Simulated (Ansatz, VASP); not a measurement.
# Two plane-wave programs on Pd

```xyz
4
Lattice="2.6629 0.0000 0.0000 -1.3315 2.3062 0.0000 0.0000 0.0000 8.8069" Properties=species:S:1:pos:R:3 pbc="T T T"
Pd   -1.3315    2.3062    0.0000
Pd    1.3315    2.3062    4.4034
Pd    0.0000    1.5374    2.2017
Pd    1.3315    0.7687    6.6052
```

Alike in both runs: task single point; functional PBE; k mesh 15 × 15 × 4; occupations fermi-dirac, width 0.05 eV; collinear spin.

|  | VASP | Ansatz |
| --- | --- | --- |
| version | VASP 6.6.1 | Ansatz 0.2.0 |
| potentials or method | VASP PAW PBE potentials, release 64 (Pd), cutoff 520 eV | plane waves (420 eV) with PAW, scalar-relativistic |
| valence electrons in the cell | 40 | 72 |

```tsv
	VASP	Ansatz	Ansatz less VASP
net moment per atom (μB)	0.00	0.00	0.000
```

VASP's potentials hold 40 valence electrons a cell and Ansatz's 72, so a difference there can come from the potentials and not from the codes. Ansatz's warnings: seeded moment not kept.
